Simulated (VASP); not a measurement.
# Te2Mo (P1) in VASP: single point with LDA

Aim: the single point of Te2Mo with LDA.

All numbers are computed with VASP 6.6.1; they aren't measurements. Logs are shortened: lines on timing, memory, paths and dates and some standing lists are left out, and cuts for length are marked.

## (1) The cell of the first run

The typed cell holds 6 atoms: a = 3.518 Å, b = 3.518 Å, c = 13.974 Å, α = 90.00°, β = 90.00°, γ = 120.00°.

## (2) Single point, LDA (atom 5 (Mo) moved -0.033 Å along Cartesian [1 1 1])

Contents of INCAR:

```
ALGO = Normal ; EDIFF = 1E-6
ENCUT = 520 ; ISIF = 2
ISMEAR = 0 ; LASPH = True
LCHARG = True ; LELF = True
LREAL = False ; LVHAR = True
LWAVE = False ; NBANDS = 35
NELM = 60 ; PREC = Accurate
SIGMA = 0.05
```

Contents of KPOINTS:

```
k-points
0
Gamma
  12 12 2
```

Contents of POSCAR:

```
Te2Mo
1.0
    3.5181997508      0.0000000000      0.0000000000
   -1.7590998754      3.0468503597      0.0000000000
    0.0000000000      0.0000000000     13.9736000000
Te Mo
4 2
Direct
    0.3333333333      0.6666666667      0.6210000000
    0.6666666667      0.3333333333      0.1210000000
    0.3333333333      0.6666666667      0.8790000000
    0.6666666667      0.3333333333      0.3790000000
    0.3247136511      0.6603566213      0.2486241367
    0.6666666667      0.3333333333      0.7500000000
```

Potentials or basis: VASP PAW LDA potentials, release 64 (Te, Mo_sv).

On the command line:

```console
cat potpaw_LDA.64/Te/POTCAR potpaw_LDA.64/Mo_sv/POTCAR > POTCAR
mpirun -np 1 vasp_std > vasp.out
```

OUTCAR:

```text
EDIFF = 1E-6
   ENCUT = 520
   ISIF = 2
   ISMEAR = 0
   LASPH = True
   LREAL = False
   NELM = 60
   PREC = Accurate

 ion  position               nearest neighbor table
   1  0.333  0.667  0.621-   6 2.72   6 2.72   6 2.72   3 3.61
   2  0.667  0.333  0.121-   5 2.68   5 2.71   5 2.72   4 3.61
   3  0.333  0.667  0.879-   6 2.72   6 2.72   6 2.72   1 3.61
   4  0.667  0.333  0.379-   5 2.71   5 2.73   5 2.74   2 3.61
   5  0.325  0.660  0.249-   2 2.68   2 2.71   4 2.71   2 2.72   4 2.73   4 2.74
   6  0.667  0.333  0.750-   1 2.72   3 2.72   1 2.72   3 2.72   1 2.72   3 2.72

  LATTYP: Found a hexagonal cell.
 ALAT       =     3.5181997508
 C/A-ratio  =     3.9718040446

  Lattice vectors:

 A1 = (   3.5181997508,   0.0000000000,   0.0000000000)
 A2 = (  -1.7590998754,   3.0468503597,   0.0000000000)
 A3 = (   0.0000000000,   0.0000000000,  13.9736000000)

Analysis of symmetry for initial positions (statically):
=====================================================================
 Subroutine PRICEL returns:
 Original cell was already a primitive cell.

 Routine SETGRP: Setting up the symmetry group for a
 hexagonal supercell.

 Subroutine GETGRP returns: Found  1 space group operations
 (whereof  1 operations were pure point group operations)
 out of a pool of 24 trial point group operations.

The static configuration has the point symmetry C_1 .

Analysis of symmetry for dynamics (positions and initial velocities):
=====================================================================
 Subroutine PRICEL returns:
 Original cell was already a primitive cell.

 Routine SETGRP: Setting up the symmetry group for a
 hexagonal supercell.

 Subroutine GETGRP returns: Found  1 space group operations
 (whereof  1 operations were pure point group operations)
 out of a pool of 24 trial point group operations.

The dynamic configuration has the point symmetry C_1 .

 Subroutine INISYM returns: Found  1 space group operations
 (whereof  1 operations are pure point group operations),
 and found     1 'primitive' translations

----------------------------------------------------------------------------------------

                                     Primitive cell

  volume of cell :     149.7890

  direct lattice vectors                    reciprocal lattice vectors
     3.518199751  0.000000000  0.000000000     0.284236277  0.164103891  0.000000000
    -1.759099875  3.046850360  0.000000000     0.000000000  0.328207782  0.000000000
     0.000000000  0.000000000 13.973600000     0.000000000  0.000000000  0.071563520

  length of vectors
     3.518199751  3.518199751 13.973600000     0.328207782  0.328207782  0.071563520

  position of ions in fractional coordinates (direct lattice)
     0.333333333  0.666666667  0.621000000
     0.666666667  0.333333333  0.121000000
     0.333333333  0.666666667  0.879000000
     0.666666667  0.333333333  0.379000000
     0.324713651  0.660356621  0.248624137
     0.666666667  0.333333333  0.750000000

  ion indices of the primitive-cell ions
   primitive index   ion index
                 1           1
                 2           2
                 3           3
                 4           4
                 5           5
                 6           6

----------------------------------------------------------------------------------------

 KPOINTS: k-points

Automatic generation of k-mesh.
 Grid dimensions read from file:
 generate k-points for:   12   12    2

 Generating k-lattice:

  Cartesian coordinates                     Fractional coordinates (reciprocal lattice)
     0.023686356  0.013675324  0.000000000     0.083333333  0.000000000  0.000000000
     0.000000000  0.027350649  0.000000000     0.000000000  0.083333333  0.000000000
     0.000000000  0.000000000  0.035781760     0.000000000  0.000000000  0.500000000

  Length of vectors
     0.027350649  0.027350649  0.035781760

  Shift w.r.t. Gamma in fractional coordinates (k-lattice)
     0.000000000  0.000000000  0.000000000

 Subroutine IBZKPT returns following result:
 ===========================================

 Found    148 irreducible k-points:

 Following reciprocal coordinates:
            Coordinates               Weight
  0.000000  0.000000  0.000000      1.000000
  0.083333 -0.000000  0.000000      2.000000
  0.000000  0.083333  0.000000      2.000000
 -0.083333  0.083333  0.000000      2.000000
  0.166667  0.000000  0.000000      2.000000
  0.000000  0.166667  0.000000      2.000000
[... 16 lines left out ...]
  0.166667  0.083333  0.000000      2.000000
 -0.083333  0.250000  0.000000      2.000000
 [... further k-points ...]
   k-points           NKPTS =    148   k-points in BZ     NKDIM =    148   number of bands    NBANDS=     35
   number of dos      NEDOS =    301   number of ions     NIONS =      6
   total plane-waves  NPLWV =  84672
   dimension x,y,z NGX =    28 NGY =   28 NGZ =  108
   dimension x,y,z NGXF=    56 NGYF=   56 NGZF=  216
   ions per type =               4   2
   NGX,Y,Z   is equivalent  to a cutoff of  13.23, 13.23, 12.85 a.u.
   NGXF,Y,Z  is equivalent  to a cutoff of  26.46, 26.46, 25.70 a.u.
 SYSTEM =  unknown system
   PREC   = accura    normal or accurate (medium, high low for compatibility)
   ISTART =      0    job   : 0-new  1-cont  2-samecut
   ICHARG =      2    charge: 1-file 2-atom 10-const
   ISPIN  =      1    spin polarized calculation?
   LNONCOLLINEAR =      F non collinear calculations
   LSORBIT =      F    spin-orbit coupling
   LASPH  =      T    aspherical Exc in radial PAW
   ENCUT  =  520.0 eV  38.22 Ry    6.18 a.u.   6.54  6.54 25.98*2*pi/ulx,y,z
   NELM   =     60;   NELMIN=  2; NELMDL= -5     # of ELM steps
   EDIFF  = 0.1E-05   stopping-criterion for ELM
   LREAL  =      F    real-space projection
   EDIFFG = 0.1E-04   stopping-criterion for IOM
   NSW    =      0    number of steps for IOM
   IBRION =     -1    ionic relax: 0-MD 1-quasi-New 2-CG
   NFREE  =      0    steps in history (QN), initial steepest desc. (CG)
   ISIF   =      2    stress and relaxation
   ISYM   =      2    0-nonsym 1-usesym 2-fastsym
   POTIM  = 0.5000    time-step for ionic-motion
   TEBEG  =    0.0;   TEEND  =   0.0 temperature during run
   PSTRESS=    0.0 pullay stress
   NELECT =      52.0000    total number of electrons
   NUPDOWN=      -1.0000    fix difference up-down
   EMIN   =  10.00;   EMAX   =-10.00  energy-range for DOS
   EFERMI =   0.00;   METHOD = LEGACY
   ISMEAR =     0;   SIGMA  =   0.05  broadening in eV -4-tet -1-fermi 0-gaus
   EFERMI_NEDOS =   21; number of points for ismear=-14 and -15
   IALGO  =     38    algorithm
   IMIX   =      4    mixing-type and parameters
     AMIX     =   0.40;   BMIX     =  1.00
     AMIX_MAG =   1.60;   BMIX_MAG =  1.00
  volume/ion in A,a.u.               =      24.96       168.47
  Fermi-wavevector in a.u.,A,eV,Ry     =   1.150578  2.174277 18.011789  1.323829
  Thomas-Fermi vector in A             =   2.287241
   LORBIT       =      0    0 simple, 1 ext, 2 COOP (PROOUT), +10 PAW based schemes
   GGA     = CA    functional components
   LHFCALC =     F    Hartree Fock is set to
   AEXX    =    0.0000 exact exchange contribution
   IVDW    =     0    specifies the selected vdW correction
   LEPSILON=     F    determine dielectric tensor
   LRPA    =     F    only Hartree local field effects (RPA)
 non-spin polarized calculation
 Gauss-broadening in eV      SIGMA  =   0.05
  energy-cutoff  :      520.00
  volume of cell :      149.79
 maximum number of plane-waves:      4095
 NGX is ok and might be reduce to    28
   NGX = 13   NGY = 13   NGZ = 51

 number of electron      51.9999997 magnetization

 Free energy of the ion-electron system (eV)
  ---------------------------------------------------
  ext. energy  EPLUGINS =         0.00000000
  ---------------------------------------------------
  free energy    TOTEN  =       -41.21551999 eV

  energy without entropy =      -41.21551999  energy(sigma->0) =      -41.21551999

 E-fermi :   8.3123     XC(G=0): -10.6526

 val. band max:        8.0234251524   @ k =   0.0000   0.0000   0.0000
 cond. band min:       8.7366184955   @ k =  -0.2500   0.4167   0.0000
 fundamental gap:      0.7131933431
 Fermi energy:         8.3122586715

 k-point     1 :       0.0000    0.0000    0.0000
  band No.  band energies     occupation
      1     -52.4615      2.00000
      2     -52.4612      2.00000
      3     -26.8203      2.00000
      4     -26.8200      2.00000
      5     -26.6872      2.00000
      6     -26.6831      2.00000
[... 27 lines left out ...]
     34      11.4024      0.00000
     35      13.6264      0.00000

 k-point     2 :       0.0833   -0.0000    0.0000
  band No.  band energies     occupation
      1     -52.4608      2.00000
      2     -52.4606      2.00000
      3     -26.8182      2.00000
      4     -26.8180      2.00000
      5     -26.6962      2.00000
      6     -26.6921      2.00000
[... 27 lines left out ...]
     34      11.2139      0.00000
     35      14.0756      0.00000

 k-point     3 :       0.0000    0.0833    0.0000
  band No.  band energies     occupation
      1     -52.4608      2.00000
      2     -52.4606      2.00000
      3     -26.8183      2.00000
      4     -26.8180      2.00000
      5     -26.6920      2.00000
      6     -26.6915      2.00000
[... 27 lines left out ...]
     34      11.2075      0.00000
     35      14.0827      0.00000
[... 723 lines left out ...]
 k-point    23 :       0.1667    0.0833    0.0000
  band No.  band energies     occupation
      1     -52.4573      2.00000
      2     -52.4571      2.00000
      3     -26.8079      2.00000
      4     -26.8078      2.00000
      5     -26.7392      2.00000
      6     -26.7362      2.00000
[... 27 lines left out ...]
     34      11.5609      0.00000
     35      14.5864      0.00000

 k-point    24 :      -0.0833    0.2500    0.0000
  band No.  band energies     occupation
      1     -52.4573      2.00000
      2     -52.4571      2.00000
      3     -26.8082      2.00000
      4     -26.8078      2.00000
      5     -26.7361      2.00000
      6     -26.7316      2.00000
[... 27 lines left out ...]
     34      11.5807      0.00000
     35      14.5863      0.00000

 [... further k-points ...]

------------------------ aborting loop because EDIFF is reached ----------------------------------------

  FORCE on cell =-STRESS in cart. coord.  units (eV):
  Direction    XX          YY          ZZ          XY          YZ          ZX
  --------------------------------------------------------------------------------------
  -------------------------------------------------------------------------------------
  Total       -2.5545591     -2.7988491     -2.4587585      0.1213501      0.0148356      0.0154913
  in kB      -27.3241474    -29.9371280    -26.2994422      1.2979884      0.1586851      0.1656982
  external PRESSURE =     -27.8535725 kB  Pullay stress =       0.0000000 kB

 VOLUME and BASIS-vectors are now :
 -----------------------------------------------------------------------------
  energy-cutoff  :      520.00
  volume of cell :      149.79
      direct lattice vectors                 reciprocal lattice vectors
     3.518199751  0.000000000  0.000000000     0.284236277  0.164103891  0.000000000
    -1.759099875  3.046850360  0.000000000     0.000000000  0.328207782  0.000000000
     0.000000000  0.000000000 13.973600000     0.000000000  0.000000000  0.071563520

 POSITION                                       TOTAL-FORCE (eV/Angst)
 -----------------------------------------------------------------------------------
     -0.00000      2.03123      8.67761        -0.001047     -0.000993      0.241598
      1.75910      1.01562      1.69081        -0.138929     -0.136811      0.031155
     -0.00000      2.03123     12.28279        -0.001032     -0.000978     -0.236974
      1.75910      1.01562      5.29599        -0.127397     -0.125706     -0.424918
     -0.01923      2.01201      3.47417         0.269773      0.265834      0.398244
      1.75910      1.01562     10.48020        -0.001367     -0.001346     -0.009105
 -----------------------------------------------------------------------------------
    total drift:                                0.000194      0.000016     -0.000191

  FREE ENERGIE OF THE ION-ELECTRON SYSTEM (eV)
  ---------------------------------------------------
  free  energy   TOTEN  =       -41.2155199947 eV

  energy  without entropy=      -41.2155199947  energy(sigma->0) =      -41.21551999
```

Run time: 7.2 min. Hardware: 1 thread of Intel Xeon Platinum 8559C (Emerald Rapids), shared host; peak memory 0.68 GiB.

What came out:

| Quantity | Value |
| --- | --- |
| Free energy | -41.2155 eV |
| Pressure | -2.8 GPa |
| Largest force | 0.550 eV/Å |
| Band gap on the k mesh | 0.71 eV (least direct gap 1.03 eV) |

Forces in eV/Å, atoms in the order of the input:
```
Te  -0.001 -0.001  0.242
Te  -0.139 -0.137  0.031
Te  -0.001 -0.001 -0.237
Te  -0.127 -0.126 -0.425
Mo   0.270  0.266  0.398
Mo  -0.001 -0.001 -0.009
```

Caveat: the cell differs from its parent crystal (atom 5 (Mo) moved -0.033 Å along Cartesian [1 1 1]); spin-orbit coupling is left out, which moves the levels of the heavy elements.
